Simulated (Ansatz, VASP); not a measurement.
One calculation of CdSe, two programs

```
Cd Se
1.0
     0.00000    2.87396    2.87396
     2.87396    0.00000    2.87396
     2.87396    2.87396    0.00000
Cd Se
1 1
Direct
  0.00000 0.00000 0.00000
  0.50000 0.50000 0.50000
```

Alike in both runs: functional PBE; k mesh 6 × 6 × 6; occupations fermi-dirac, width 0.05 eV; non-collinear spin, spin-orbit coupling.

|  | VASP | Ansatz |
| --- | --- | --- |
| version | VASP 6.6.1 | Ansatz 0.2.0 |
| potentials or method | VASP PAW PBE potentials, release 64 (Cd, Se) | Ansatz PAW |
| plane-wave cutoff (eV) | 520 | 420 |
| valence electrons in the cell | 18 | 36 |
| task | single point | band structure |

```csv
,VASP,Ansatz,Ansatz less VASP
pressure (GPa),0.1,-0.3,-0.35
net moment per atom (μB),0.00,0.00,0.000
```

VASP's potentials hold 18 valence electrons a cell and Ansatz's 36, so a difference there can come from the potentials and not from the codes.
